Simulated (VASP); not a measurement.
Here is a VASP 6.6.1 calculation.

The input POSCAR:

```
Ag
1.0
    1.9426337724      3.3647403943     -0.0000014935
   -1.9426337724      3.3647403943     -0.0000014935
    0.0000000000     -2.2431587628      3.3793129957
Ag
2
Direct
    0.2500770463      0.2500770463      0.7502311388
    0.7499229537      0.7499229537      0.2497688612
```

File INCAR.step1:

```
  PREC = Accurate
  ENCUT = 520
  ISMEAR = 1
  SIGMA = 0.024
  LREAL = False
  LASPH = True
  NELM = 60
  NBANDS = 18
  GGA = PE
  ALGO = Normal
  EDIFF = 1E-4
  LWAVE = True
  LCHARG = False
```

File INCAR.step2:

```
  PREC = Accurate
  ENCUT = 520
  EDIFF = 1E-6
  ISMEAR = 1
  SIGMA = 0.024
  LREAL = False
  LASPH = True
  NELM = 60
  ALGO = Normal
  ISIF = 2
  LWAVE = False
  LCHARG = False
  METAGGA = R2SCAN
  LMIXTAU = True
  NBANDS = 18
  ISTART = 1
```

The input KPOINTS:

```
regular mesh
0
Gamma
  8 8 8
```

Potentials or basis: VASP PAW PBE potentials, release 64 (Ag).

The run is started by

```console
$ cat potpaw_PBE.64/Ag/POTCAR > POTCAR
$ cp INCAR.step1 INCAR
$ mpirun -np 1 vasp_std > vasp.out
$ cp INCAR.step2 INCAR
$ mpirun -np 1 vasp_std > vasp.out
```

Task: What does it give for the largest force?

Result: 0.006 eV/Å.

Task: What does it give for the band gap on the k mesh?

Result: Zero (band 11 reaches 6.83 eV, above the bottom of band 12 at 3.59 eV).

Task: Estimate the pressure.

Result: -5.8 GPa.

Stress tensor (GPa, compression positive):
```
-5.96  0.00  0.00
 0.00 -5.96  0.00
 0.00  0.00 -5.60
```

Caveat: the PAW data sets were made with another functional, which shifts forces and pressure a little.
